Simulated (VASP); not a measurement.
# CdO3 (P4/nmm) in VASP: single point with PBE

Aim: the single point of CdO3 with PBE.

All numbers are computed with VASP 6.6.1; they aren't measurements. Logs are shortened: lines on timing, memory, paths and dates and some standing lists are left out, and cuts for length are marked.

### Step 1. The cell of the first run

The structure is tetragonal, space group P4/nmm (No. 129). Conventional cell: a = 3.282 Å, b = 3.282 Å, c = 10.834 Å, α = 90.00°, β = 90.00°, γ = 90.00°. Cd (site symmetry 4mm) has 5 O at 2.32 to 2.42 Å within 3.1 Å. Within 1.6 Å of O (site symmetry 4mm) lie 1 O at 1.22 Å. Within 1.6 Å of O (site symmetry 4mm) lie 1 O at 1.22 Å. Within 3.1 Å of O (site symmetry 4mm) lie 5 Cd at 2.32 to 2.42 Å.

### Step 2. Single point, PBE

The input, INCAR:

```
PREC = Accurate ; ENCUT = 600
EDIFF = 1E-6 ; ISMEAR = 0
SIGMA = 0.01 ; LREAL = F
LASPH = T ; NELM = 120
ALGO = Normal ; ISIF = 2
LWAVE = F ; LCHARG = T
GGA = PE ; LELF = T
LVHAR = T ; NBANDS = 40
GGA_COMPAT = F
```

The input, KPOINTS:

```
Automatic mesh
0
Gamma
  12 12 4
```

The input, POSCAR:

```
CdO3
1.0
    3.2817835102      0.0000000000      0.0000000000
    0.0000000000      3.2817835102      0.0000000000
    0.0000000000      0.0000000000     10.8343562031
Cd O
2 6
Direct
    0.0000000000      0.5000000000      0.8870836689
    0.5000000000      0.0000000000      0.1129163311
    0.5000000000      0.0000000000      0.4439373489
    0.5000000000      0.0000000000      0.5561530473
    0.0000000000      0.5000000000      0.5560626511
    0.0000000000      0.5000000000      0.4438469527
    0.5000000000      0.0000000000      0.8893713559
    0.0000000000      0.5000000000      0.1106286441
```

Potentials or basis: VASP PAW PBE potentials, release 64 (Cd, O).

The run is started by

```sh
> cat potpaw_PBE.64/Cd/POTCAR potpaw_PBE.64/O/POTCAR > POTCAR
> mpirun -np 1 vasp_std > vasp.out
```

OUTCAR:

```text
PREC = Accurate
   ENCUT = 600
   EDIFF = 1E-6
   ISMEAR = 0
   LREAL = F
   LASPH = T
   NELM = 120
   ISIF = 2
   GGA = PE

 ion  position               nearest neighbor table
   1  0.000  0.500  0.887-   7 2.32   7 2.32   7 2.32   7 2.32   8 2.42   2 3.37   2 3.37   2 3.37
                             2 3.37
   2  0.500  0.000  0.113-   8 2.32   8 2.32   8 2.32   8 2.32   7 2.42   1 3.37   1 3.37   1 3.37
                             1 3.37
   3  0.500  0.000  0.444-   4 1.22
   4  0.500  0.000  0.556-   3 1.22
   5  0.000  0.500  0.556-   6 1.22
   6  0.000  0.500  0.444-   5 1.22
   7  0.500  0.000  0.889-   1 2.32   1 2.32   1 2.32   1 2.32   2 2.42
   8  0.000  0.500  0.111-   2 2.32   2 2.32   2 2.32   2 2.32   1 2.42

  LATTYP: Found a simple tetragonal cell.
 ALAT       =     3.2817835102
 C/A-ratio  =     3.3013622530

  Lattice vectors:

 A1 = (   3.2817835102,   0.0000000000,   0.0000000000)
 A2 = (   0.0000000000,   3.2817835102,   0.0000000000)
 A3 = (   0.0000000000,   0.0000000000,  10.8343562031)

Analysis of symmetry for initial positions (statically):
=====================================================================
 Subroutine PRICEL returns:
 Original cell was already a primitive cell.

 Routine SETGRP: Setting up the symmetry group for a
 simple tetragonal supercell.

 Subroutine GETGRP returns: Found 16 space group operations
 (whereof  8 operations were pure point group operations)
 out of a pool of 16 trial point group operations.

The static configuration has the point symmetry D_2d.
 The point group associated with its full space group is D_4h.

Analysis of symmetry for dynamics (positions and initial velocities):
=====================================================================
 Subroutine PRICEL returns:
 Original cell was already a primitive cell.

 Routine SETGRP: Setting up the symmetry group for a
 simple tetragonal supercell.

 Subroutine GETGRP returns: Found 16 space group operations
 (whereof  8 operations were pure point group operations)
 out of a pool of 16 trial point group operations.

The dynamic configuration has the point symmetry D_2d.
 The point group associated with its full space group is D_4h.

 Subroutine INISYM returns: Found 16 space group operations
 (whereof  8 operations are pure point group operations),
 and found     1 'primitive' translations

----------------------------------------------------------------------------------------

                                     Primitive cell

  volume of cell :     116.6871

  direct lattice vectors                    reciprocal lattice vectors
     3.281783510  0.000000000  0.000000000     0.304712360  0.000000000  0.000000000
     0.000000000  3.281783510  0.000000000     0.000000000  0.304712360  0.000000000
     0.000000000  0.000000000 10.834356203     0.000000000  0.000000000  0.092298978

  length of vectors
     3.281783510  3.281783510 10.834356203     0.304712360  0.304712360  0.092298978

  position of ions in fractional coordinates (direct lattice)
     0.000000000  0.500000000  0.887083669
     0.500000000  0.000000000  0.112916331
     0.500000000  0.000000000  0.443937349
     0.500000000  0.000000000  0.556153047
     0.000000000  0.500000000  0.556062651
     0.000000000  0.500000000  0.443846953
     0.500000000  0.000000000  0.889371356
     0.000000000  0.500000000  0.110628644

  ion indices of the primitive-cell ions
   primitive index   ion index
                 1           1
                 2           2
                 3           3
                 4           4
                 5           5
                 6           6
                 7           7
                 8           8

----------------------------------------------------------------------------------------

 KPOINTS: Automatic mesh

Automatic generation of k-mesh.
 Grid dimensions read from file:
 generate k-points for:   12   12    4

 Generating k-lattice:

  Cartesian coordinates                     Fractional coordinates (reciprocal lattice)
     0.025392697  0.000000000  0.000000000     0.083333333  0.000000000  0.000000000
     0.000000000  0.025392697  0.000000000     0.000000000  0.083333333  0.000000000
     0.000000000  0.000000000  0.023074744     0.000000000  0.000000000  0.250000000

  Length of vectors
     0.025392697  0.025392697  0.023074744

  Shift w.r.t. Gamma in fractional coordinates (k-lattice)
     0.000000000  0.000000000  0.000000000

 Subroutine IBZKPT returns following result:
 ===========================================

 Found     84 irreducible k-points:

 Following reciprocal coordinates:
            Coordinates               Weight
  0.000000  0.000000  0.000000      1.000000
  0.083333  0.000000  0.000000      4.000000
  0.166667  0.000000  0.000000      4.000000
  0.250000  0.000000  0.000000      4.000000
  0.333333  0.000000  0.000000      4.000000
  0.416667  0.000000  0.000000      4.000000
[... 16 lines left out ...]
  0.333333  0.333333  0.000000      4.000000
  0.416667  0.333333  0.000000      8.000000
 [... further k-points ...]
   k-points           NKPTS =     84   k-points in BZ     NKDIM =     84   number of bands    NBANDS=     40
   number of dos      NEDOS =    301   number of ions     NIONS =      8
   total plane-waves  NPLWV =  70560
   dimension x,y,z NGX =    28 NGY =   28 NGZ =   90
   dimension x,y,z NGXF=    56 NGYF=   56 NGZF=  180
   ions per type =               2   6
   NGX,Y,Z   is equivalent  to a cutoff of  14.18, 14.18, 13.81 a.u.
   NGXF,Y,Z  is equivalent  to a cutoff of  28.37, 28.37, 27.62 a.u.
 SYSTEM =  unknown system
   PREC   = accura    normal or accurate (medium, high low for compatibility)
   ISTART =      0    job   : 0-new  1-cont  2-samecut
   ICHARG =      2    charge: 1-file 2-atom 10-const
   ISPIN  =      1    spin polarized calculation?
   LNONCOLLINEAR =      F non collinear calculations
   LSORBIT =      F    spin-orbit coupling
   LASPH  =      T    aspherical Exc in radial PAW
   ENCUT  =  600.0 eV  44.10 Ry    6.64 a.u.   6.55  6.55 21.64*2*pi/ulx,y,z
   NELM   =    120;   NELMIN=  2; NELMDL= -5     # of ELM steps
   EDIFF  = 0.1E-05   stopping-criterion for ELM
   LREAL  =      F    real-space projection
   EDIFFG = 0.1E-04   stopping-criterion for IOM
   NSW    =      0    number of steps for IOM
   IBRION =     -1    ionic relax: 0-MD 1-quasi-New 2-CG
   NFREE  =      0    steps in history (QN), initial steepest desc. (CG)
   ISIF   =      2    stress and relaxation
   ISYM   =      2    0-nonsym 1-usesym 2-fastsym
   POTIM  = 0.5000    time-step for ionic-motion
   TEBEG  =    0.0;   TEEND  =   0.0 temperature during run
   PSTRESS=    0.0 pullay stress
   NELECT =      60.0000    total number of electrons
   NUPDOWN=      -1.0000    fix difference up-down
   EMIN   =  10.00;   EMAX   =-10.00  energy-range for DOS
   EFERMI =   0.00;   METHOD = LEGACY
   ISMEAR =     0;   SIGMA  =   0.01  broadening in eV -4-tet -1-fermi 0-gaus
   EFERMI_NEDOS =   21; number of points for ismear=-14 and -15
   IALGO  =     38    algorithm
   IMIX   =      4    mixing-type and parameters
     AMIX     =   0.40;   BMIX     =  1.00
     AMIX_MAG =   1.60;   BMIX_MAG =  1.00
  volume/ion in A,a.u.               =      14.59        98.43
  Fermi-wavevector in a.u.,A,eV,Ry     =   1.311548  2.478467 23.404180  1.720159
  Thomas-Fermi vector in A             =   2.442002
   LORBIT       =      0    0 simple, 1 ext, 2 COOP (PROOUT), +10 PAW based schemes
   GGA     = PE    functional components
   LHFCALC =     F    Hartree Fock is set to
   AEXX    =    0.0000 exact exchange contribution
   IVDW    =     0    specifies the selected vdW correction
   LEPSILON=     F    determine dielectric tensor
   LRPA    =     F    only Hartree local field effects (RPA)
 non-spin polarized calculation
 Gauss-broadening in eV      SIGMA  =   0.01
  energy-cutoff  :      600.00
  volume of cell :      116.69
 maximum number of plane-waves:      3940
 NGX is ok and might be reduce to    28
   NGX = 13   NGY = 13   NGZ = 43

 number of electron      60.0000038 magnetization

 Free energy of the ion-electron system (eV)
  ---------------------------------------------------
  ext. energy  EPLUGINS =         0.00000000
  ---------------------------------------------------
  free energy    TOTEN  =       -34.22382082 eV

  energy without entropy =      -34.22339849  energy(sigma->0) =      -34.22360965

 E-fermi :   0.3346     XC(G=0):  -9.4176

 val. band max:        0.3006062527   @ k =   0.5000   0.0000   0.0000
 cond. band min:       0.3358358129   @ k =   0.2500   0.1667   0.0000
 fundamental gap:      0.0352295601
 Fermi energy:         0.3345541314

 k-point     1 :       0.0000    0.0000    0.0000
  band No.  band energies     occupation
      1     -27.4243      2.00000
      2     -25.6963      2.00000
      3     -16.6599      2.00000
      4     -16.3303      2.00000
      5     -15.0720      2.00000
      6     -12.5970      2.00000
[... 32 lines left out ...]
     39      11.1483      0.00000
     40      11.4754      0.00000

 k-point     2 :       0.0833    0.0000    0.0000
  band No.  band energies     occupation
      1     -27.3959      2.00000
      2     -25.7265      2.00000
      3     -16.6287      2.00000
      4     -16.3084      2.00000
      5     -15.0337      2.00000
      6     -12.6430      2.00000
[... 32 lines left out ...]
     39      11.2221      0.00000
     40      11.5376      0.00000

 k-point     3 :       0.1667    0.0000    0.0000
  band No.  band energies     occupation
      1     -27.3126      2.00000
      2     -25.8150      2.00000
      3     -16.5409      2.00000
      4     -16.2488      2.00000
      5     -14.9207      2.00000
      6     -12.7772      2.00000
[... 32 lines left out ...]
     39      10.8466      0.00000
     40      11.2941      0.00000

 k-point     4 :       0.2500    0.0000    0.0000
  band No.  band energies     occupation
      1     -27.1789      2.00000
      2     -25.9553      2.00000
      3     -16.4130      2.00000
      4     -16.1686      2.00000
      5     -14.7387      2.00000
      6     -12.9885      2.00000
[... 32 lines left out ...]
     39      10.4349      0.00000
     40      10.9807      0.00000
[... 772 lines left out ...]
     39       9.5756      0.00000
     40       9.5756      0.00000

 k-point    23 :       0.3333    0.3333    0.0000
  band No.  band energies     occupation
      1     -26.7503      2.00000
      2     -26.3122      2.00000
      3     -16.1840      2.00000
      4     -16.0985      2.00000
      5     -14.1198      2.00000
      6     -13.4835      2.00000
[... 32 lines left out ...]
     39       9.9220      0.00000
     40      10.0850      0.00000

 k-point    24 :       0.4167    0.3333    0.0000
  band No.  band energies     occupation
      1     -26.6353      2.00000
      2     -26.4078      2.00000
      3     -16.1537      2.00000
      4     -16.1099      2.00000
      5     -13.9488      2.00000
      6     -13.6171      2.00000
[... 32 lines left out ...]
     39       9.8488      0.00000
     40      10.1031      0.00000

 [... further k-points ...]

------------------------ aborting loop because EDIFF is reached ----------------------------------------

  FORCE on cell =-STRESS in cart. coord.  units (eV):
  Direction    XX          YY          ZZ          XY          YZ          ZX
  --------------------------------------------------------------------------------------
  -------------------------------------------------------------------------------------
  Total        0.3205823      0.3205823      2.8428550      0.0000000      0.0000000      0.0000000
  in kB        4.4017687      4.4017687     39.0339342      0.0000000      0.0000000      0.0000000
  external PRESSURE =      15.9458239 kB  Pullay stress =       0.0000000 kB

 VOLUME and BASIS-vectors are now :
 -----------------------------------------------------------------------------
  energy-cutoff  :      600.00
  volume of cell :      116.69
      direct lattice vectors                 reciprocal lattice vectors
     3.281783510  0.000000000  0.000000000     0.304712360  0.000000000  0.000000000
     0.000000000  3.281783510  0.000000000     0.000000000  0.304712360  0.000000000
     0.000000000  0.000000000 10.834356203     0.000000000  0.000000000  0.092298978

 POSITION                                       TOTAL-FORCE (eV/Angst)
 -----------------------------------------------------------------------------------
      0.00000      1.64089      9.61098         0.000000      0.000000     -0.056358
      1.64089      0.00000      1.22338         0.000000      0.000000      0.056358
      1.64089      0.00000      4.80978         0.000000      0.000000     -1.188700
      1.64089      0.00000      6.02556         0.000000      0.000000      1.188730
      0.00000      1.64089      6.02458        -0.000000      0.000000      1.188700
      0.00000      1.64089      4.80880        -0.000000      0.000000     -1.188730
      1.64089      0.00000      9.63577        -0.000000      0.000000     -0.038216
      0.00000      1.64089      1.19859         0.000000     -0.000000      0.038216
 -----------------------------------------------------------------------------------
    total drift:                                0.000000      0.000000      0.000000

  FREE ENERGIE OF THE ION-ELECTRON SYSTEM (eV)
  ---------------------------------------------------
  free  energy   TOTEN  =       -34.2238208189 eV

  energy  without entropy=      -34.2233984872  energy(sigma->0) =      -34.22360965
```

It took 14 min on 1 thread of Oxide Virtual Turin-like, shared host; peak memory 0.47 GiB.

Results:

| Item | Value |
| --- | --- |
| Free energy | -34.2238 eV |
| Pressure | 1.6 GPa |
| Largest force | 1.189 eV/Å |
| Band gap on the k mesh | zero (filled and empty bands touch) |

Forces in eV/Å, atoms in the order of the input:
```
Cd   0.000  0.000 -0.056
Cd   0.000  0.000  0.056
O    0.000  0.000 -1.189
O    0.000  0.000  1.189
O    0.000  0.000  1.189
O    0.000  0.000 -1.189
O    0.000  0.000 -0.038
O    0.000  0.000  0.038
```

Stress tensor (GPa, compression positive):
```
0.44 0.00 0.00
0.00 0.44 0.00
0.00 0.00 3.90
```

Levels at points of the mesh, in eV from the Fermi level:
| k point | band 28 | band 29 | band 30 | band 31 | band 32 | band 33 |
| --- | --- | --- | --- | --- | --- | --- |
| (0.00, 0.00, 0.00) | -1.49 | -1.35 | -1.35 | 0.21 | 1.49 | 1.49 |
| (0.50, 0.00, 0.00) | -0.27 | -0.03 | -0.03 | 0.06 | 0.06 | 4.93 |
| (0.50, 0.50, 0.00) | -2.38 | -1.46 | -1.46 | 1.86 | 1.86 | 3.84 |
| (0.00, 0.00, 0.50) | -1.48 | -1.35 | -1.35 | 0.13 | 1.49 | 1.49 |
| (0.50, 0.00, 0.50) | -0.26 | -0.03 | -0.03 | 0.06 | 0.06 | 5.01 |
| (0.50, 0.50, 0.50) | -2.38 | -1.46 | -1.46 | 1.86 | 1.86 | 3.82 |

Caveat: the standard files for N, O and F lose accuracy on very short bonds; semilocal functionals underestimate gaps, and a narrow one can read as zero; forces of over 1 eV/Å act on the atoms, so gaps and moduli don't describe the material at rest.

The gap in the log of VASP goes by the Fermi energy; the results here count the filled bands.